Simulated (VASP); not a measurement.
# Zn3H2 (C2/m) in VASP: single point with PBE

Aim: the single point of Zn3H2 with PBE.

Everything below comes from runs of VASP 6.6.1. Logs are shortened: lines on timing, memory, paths and dates and some standing lists are left out, and cuts for length are marked.

### Step 1. The cell of the first run

The typed cell holds 5 atoms: a = 2.665 Å, b = 2.665 Å, c = 11.232 Å, α = 103.71°, β = 103.71°, γ = 60.01°.

### Step 2. Single point, PBE

INCAR

```
SYSTEM = Zn3H2
PREC = Accurate
ENCUT = 520
EDIFF = 1E-7
ISMEAR = 0
SIGMA = 0.1
LREAL = .FALSE.
LASPH = .TRUE.
NELM = 60
ALGO = Normal
ISIF = 2
LWAVE = .FALSE.
LCHARG = .TRUE.
GGA = PE
LELF = .TRUE.
LVHAR = .TRUE.
NBANDS = 27
```

KPOINTS

```
regular mesh
0
G
  14 14 4
  0 0 0
```

POSCAR

```
Zn3H2
1.0
    2.3009530991     -1.3326516864     -0.1794812097
    2.3009530991      1.3326516864     -0.1794812097
   -2.2248355685      0.0000000000     11.0092617499
Zn H
3 2
Direct
    1.0000000000      1.0000000000      1.0000000000
    0.4134571983      0.4134571983      0.6203967900
    0.5865428017      0.5865428017      0.3796032100
    0.3975360445      0.3975360445      0.0964404705
    0.6024639555      0.6024639555      0.9035595295
```

Potentials or basis: VASP PAW PBE potentials, release 64 (Zn, H).

Launch:

```console
$ cat potpaw_PBE.64/Zn/POTCAR potpaw_PBE.64/H/POTCAR > POTCAR
$ mpirun -np 1 vasp_std > vasp.out
```

OUTCAR:

```text
SYSTEM = Zn3H2
   PREC = Accurate
   ENCUT = 520
   EDIFF = 1E-7
   ISMEAR = 0
   LREAL = .FALSE.
   LASPH = .TRUE.
   NELM = 60
   ISIF = 2
   GGA = PE

 ion  position               nearest neighbor table
   1  0.000  0.000  0.000-   4 1.86   5 1.86   5 1.86   5 1.86   4 1.86   4 1.86
   2  0.413  0.413  0.620-   3 3.02   3 3.02   3 3.02
   3  0.587  0.587  0.380-   2 3.02   2 3.02   2 3.02
   4  0.398  0.398  0.096-   1 1.86   1 1.86   1 1.86
   5  0.602  0.602  0.904-   1 1.86   1 1.86   1 1.86

  Warning from LATTYP: Got some problem with cell dimensions!
  Tried to take original basis but could not verify dimensions!
  LATTYP: Found a base centered monoclinic cell.
 ALAT       =     4.6158850371
 B/A-ratio  =     0.5774197909
 C/A-ratio  =     2.3640857586
 COS(beta)  =    -0.1412741409

  Lattice vectors:

 A1 = (  -2.3009530991,   1.3326516864,   0.1794812097)
 A2 = (  -2.3009530991,  -1.3326516864,   0.1794812097)
 A3 = (   2.3770706297,   0.0000000000,  10.6502993305)

Analysis of symmetry for initial positions (statically):
=====================================================================
 Subroutine PRICEL returns:
 Original cell was already a primitive cell.

 Routine SETGRP: Setting up the symmetry group for a
 base centered monoclinic supercell.

 Subroutine GETGRP returns: Found  4 space group operations
 (whereof  4 operations were pure point group operations)
 out of a pool of  4 trial point group operations.

The static configuration has the point symmetry C_2h.

Analysis of symmetry for dynamics (positions and initial velocities):
=====================================================================
 Subroutine PRICEL returns:
 Original cell was already a primitive cell.

 Routine SETGRP: Setting up the symmetry group for a
 base centered monoclinic supercell.

 Subroutine GETGRP returns: Found  4 space group operations
 (whereof  4 operations were pure point group operations)
 out of a pool of  4 trial point group operations.

The dynamic configuration has the point symmetry C_2h.

 Subroutine INISYM returns: Found  4 space group operations
 (whereof  4 operations are pure point group operations),
 and found     1 'primitive' translations

----------------------------------------------------------------------------------------

                                     Primitive cell

  volume of cell :      66.4526

  direct lattice vectors                    reciprocal lattice vectors
     2.300953099 -1.332651686 -0.179481210     0.220781533 -0.375191811  0.044617216
     2.300953099  1.332651686 -0.179481210     0.220781533  0.375191811  0.044617216
    -2.224835569  0.000000000 11.009261750     0.007198691  0.000000000  0.092287378

  length of vectors
     2.665062698  2.665062698 11.231818089     0.437611787  0.437611787  0.092567712

  position of ions in fractional coordinates (direct lattice)
     0.000000000  0.000000000  0.000000000
     0.413457198  0.413457198  0.620396790
     0.586542802  0.586542802  0.379603210
     0.397536045  0.397536045  0.096440470
     0.602463955  0.602463955  0.903559530

  ion indices of the primitive-cell ions
   primitive index   ion index
                 1           1
                 2           2
                 3           3
                 4           4
                 5           5

----------------------------------------------------------------------------------------

 KPOINTS: regular mesh

Automatic generation of k-mesh.
 Grid dimensions read from file:
 generate k-points for:   14   14    4

 Generating k-lattice:

  Cartesian coordinates                     Fractional coordinates (reciprocal lattice)
     0.015770109 -0.026799415  0.003186944     0.071428571 -0.000000000  0.000000000
     0.015770109  0.026799415  0.003186944    -0.000000000  0.071428571  0.000000000
     0.001799673  0.000000000  0.023071845     0.000000000  0.000000000  0.250000000

  Length of vectors
     0.031257985  0.031257985  0.023141928

  Shift w.r.t. Gamma in fractional coordinates (k-lattice)
     0.000000000  0.000000000  0.000000000

 Subroutine IBZKPT returns following result:
 ===========================================

 Found    219 irreducible k-points:

 Following reciprocal coordinates:
            Coordinates               Weight
  0.000000  0.000000  0.000000      1.000000
  0.071429  0.000000 -0.000000      4.000000
  0.142857 -0.000000  0.000000      4.000000
  0.214286  0.000000 -0.000000      4.000000
  0.285714  0.000000 -0.000000      4.000000
  0.357143  0.000000 -0.000000      4.000000
[... 16 lines left out ...]
  0.214286  0.142857  0.000000      4.000000
  0.285714  0.142857  0.000000      4.000000
 [... further k-points ...]
   k-points           NKPTS =    219   k-points in BZ     NKDIM =    219   number of bands    NBANDS=     27
   number of dos      NEDOS =    301   number of ions     NIONS =      5
   total plane-waves  NPLWV =  33600
   dimension x,y,z NGX =    20 NGY =   20 NGZ =   84
   dimension x,y,z NGXF=    40 NGYF=   40 NGZF=  168
   ions per type =               3   2
   NGX,Y,Z   is equivalent  to a cutoff of  12.48, 12.48, 12.43 a.u.
   NGXF,Y,Z  is equivalent  to a cutoff of  24.95, 24.95, 24.87 a.u.
 SYSTEM =  Zn3H2
   PREC   = accura    normal or accurate (medium, high low for compatibility)
   ISTART =      0    job   : 0-new  1-cont  2-samecut
   ICHARG =      2    charge: 1-file 2-atom 10-const
   ISPIN  =      1    spin polarized calculation?
   LNONCOLLINEAR =      F non collinear calculations
   LSORBIT =      F    spin-orbit coupling
   LASPH  =      T    aspherical Exc in radial PAW
   ENCUT  =  520.0 eV  38.22 Ry    6.18 a.u.   4.96  4.96 20.88*2*pi/ulx,y,z
   NELM   =     60;   NELMIN=  2; NELMDL= -5     # of ELM steps
   EDIFF  = 0.1E-06   stopping-criterion for ELM
   LREAL  =      F    real-space projection
   EDIFFG = 0.1E-05   stopping-criterion for IOM
   NSW    =      0    number of steps for IOM
   IBRION =     -1    ionic relax: 0-MD 1-quasi-New 2-CG
   NFREE  =      0    steps in history (QN), initial steepest desc. (CG)
   ISIF   =      2    stress and relaxation
   ISYM   =      2    0-nonsym 1-usesym 2-fastsym
   POTIM  = 0.5000    time-step for ionic-motion
   TEBEG  =    0.0;   TEEND  =   0.0 temperature during run
   PSTRESS=    0.0 pullay stress
   NELECT =      38.0000    total number of electrons
   NUPDOWN=      -1.0000    fix difference up-down
   EMIN   =  10.00;   EMAX   =-10.00  energy-range for DOS
   EFERMI =   0.00;   METHOD = LEGACY
   ISMEAR =     0;   SIGMA  =   0.10  broadening in eV -4-tet -1-fermi 0-gaus
   EFERMI_NEDOS =   21; number of points for ismear=-14 and -15
   IALGO  =     38    algorithm
   IMIX   =      4    mixing-type and parameters
     AMIX     =   0.40;   BMIX     =  1.00
     AMIX_MAG =   1.60;   BMIX_MAG =  1.00
  volume/ion in A,a.u.               =      13.29        89.69
  Fermi-wavevector in a.u.,A,eV,Ry     =   1.358831  2.567818 25.122078  1.846421
  Thomas-Fermi vector in A             =   2.485630
   LORBIT       =      0    0 simple, 1 ext, 2 COOP (PROOUT), +10 PAW based schemes
   GGA     = PE    functional components
   LHFCALC =     F    Hartree Fock is set to
   AEXX    =    0.0000 exact exchange contribution
   IVDW    =     0    specifies the selected vdW correction
   LEPSILON=     F    determine dielectric tensor
   LRPA    =     F    only Hartree local field effects (RPA)
 non-spin polarized calculation
 Gauss-broadening in eV      SIGMA  =   0.10
  energy-cutoff  :      520.00
  volume of cell :       66.45
 maximum number of plane-waves:      1823
   NGX =  9   NGY =  9   NGZ = 41

 number of electron      38.0000011 magnetization

 Free energy of the ion-electron system (eV)
  ---------------------------------------------------
  ext. energy  EPLUGINS =         0.00000000
  ---------------------------------------------------
  free energy    TOTEN  =        -8.92626912 eV

  energy without entropy =       -8.92497418  energy(sigma->0) =       -8.92562165

 E-fermi :   1.3996     XC(G=0):  -9.8768

 val. band max:        1.3822090483   @ k =   0.2143   0.0000  -0.0000
 cond. band min:       1.4780194557   @ k =   0.2143   0.0714   0.2500
 fundamental gap:      0.0958104074
 Fermi energy:         1.3996410671

 k-point     1 :       0.0000    0.0000    0.0000
  band No.  band energies     occupation
      1     -10.2620      2.00000
      2      -7.5682      2.00000
      3      -6.8376      2.00000
      4      -6.8371      2.00000
      5      -6.8054      2.00000
      6      -6.8010      2.00000
[... 19 lines left out ...]
     26      18.4582      0.00000
     27      19.1152      0.00000

 k-point     2 :       0.0714    0.0000   -0.0000
  band No.  band energies     occupation
      1     -10.1191      2.00000
      2      -7.4251      2.00000
      3      -6.8883      2.00000
      4      -6.8005      2.00000
      5      -6.7791      2.00000
      6      -6.7203      2.00000
[... 19 lines left out ...]
     26      16.9489      0.00000
     27      17.8648      0.00000

 k-point     3 :       0.1429   -0.0000    0.0000
  band No.  band energies     occupation
      1      -9.7000      2.00000
      2      -7.0617      2.00000
      3      -7.0086      2.00000
      4      -6.7220      2.00000
      5      -6.6964      2.00000
      6      -6.6702      2.00000
[... 19 lines left out ...]
     26      14.4052      0.00000
     27      16.1879      0.00000

 k-point     4 :       0.2143    0.0000   -0.0000
  band No.  band energies     occupation
      1      -9.0486      2.00000
      2      -7.2389      2.00000
      3      -6.8252      2.00000
      4      -6.6536      2.00000
      5      -6.5431      2.00000
      6      -6.4946      2.00000
[... 19 lines left out ...]
     26      13.4129      0.00000
     27      14.0323      0.00000
[... 516 lines left out ...]
      4      -6.7160      2.00000
      5      -6.6967      2.00000
      6      -6.6781      2.00000
[... 19 lines left out ...]
     26      14.6021      0.00000
     27      16.1576      0.00000

 k-point    23 :       0.2143    0.1429    0.0000
  band No.  band energies     occupation
      1      -9.2967      2.00000
      2      -7.1920      2.00000
      3      -6.7917      2.00000
      4      -6.7062      2.00000
      5      -6.6084      2.00000
      6      -6.5829      2.00000
[... 19 lines left out ...]
     26      13.3887      0.00000
     27      14.7659      0.00000

 k-point    24 :       0.2857    0.1429    0.0000
  band No.  band energies     occupation
      1      -8.6729      2.00000
      2      -7.3758      2.00000
      3      -6.8661      2.00000
      4      -6.6013      2.00000
      5      -6.3962      2.00000
      6      -6.3752      2.00000
[... 19 lines left out ...]
     26      11.6526      0.00000
     27      12.5721      0.00000

 [... further k-points ...]

------------------------ aborting loop because EDIFF is reached ----------------------------------------

  FORCE on cell =-STRESS in cart. coord.  units (eV):
  Direction    XX          YY          ZZ          XY          YZ          ZX
  --------------------------------------------------------------------------------------
  -------------------------------------------------------------------------------------
  Total        0.0717948      0.0720561      0.0051743      0.0000000      0.0000000     -0.0077446
  in kB        1.7309788      1.7372780      0.1247523      0.0000000      0.0000000     -0.1867225
  external PRESSURE =       1.1976697 kB  Pullay stress =       0.0000000 kB

 VOLUME and BASIS-vectors are now :
 -----------------------------------------------------------------------------
  energy-cutoff  :      520.00
  volume of cell :       66.45
      direct lattice vectors                 reciprocal lattice vectors
     2.300953099 -1.332651686 -0.179481210     0.220781533 -0.375191811  0.044617216
     2.300953099  1.332651686 -0.179481210     0.220781533  0.375191811  0.044617216
    -2.224835569  0.000000000 11.009261750     0.007198691  0.000000000  0.092287378

 POSITION                                       TOTAL-FORCE (eV/Angst)
 -----------------------------------------------------------------------------------
      0.00000      0.00000      0.00000         0.000000      0.000000      0.000000
      0.52241      0.00000      6.68170         0.000254      0.000000      0.000351
      1.85466      0.00000      3.96860        -0.000254      0.000000     -0.000351
      1.61486      0.00000      0.91904         0.001171      0.000000      0.010249
      0.76221      0.00000      9.73126        -0.001171      0.000000     -0.010249
 -----------------------------------------------------------------------------------
    total drift:                               -0.000000      0.000000      0.000000

  FREE ENERGIE OF THE ION-ELECTRON SYSTEM (eV)
  ---------------------------------------------------
  free  energy   TOTEN  =        -8.9262691200 eV

  energy  without entropy=       -8.9249741774  energy(sigma->0) =       -8.92562165
```

Run time: 3.5 min. Hardware: 1 thread of AMD EPYC 9R45 (Zen 5), shared host; peak memory 0.38 GiB.

Results:

| Item | Value |
| --- | --- |
| Free energy | -8.9263 eV |
| Pressure | 0.1 GPa |
| Largest force | 0.010 eV/Å |
| Band gap on the k mesh | zero (bands 19 and 20 overlap by 2.70 eV) |

Forces on the atoms (eV/Å):
```
Zn   0.000  0.000  0.000
Zn   0.000  0.000  0.000
Zn   0.000  0.000  0.000
H    0.001  0.000  0.010
H   -0.001  0.000 -0.010
```

The gap in the log of VASP goes by the Fermi energy; the results here count the filled bands.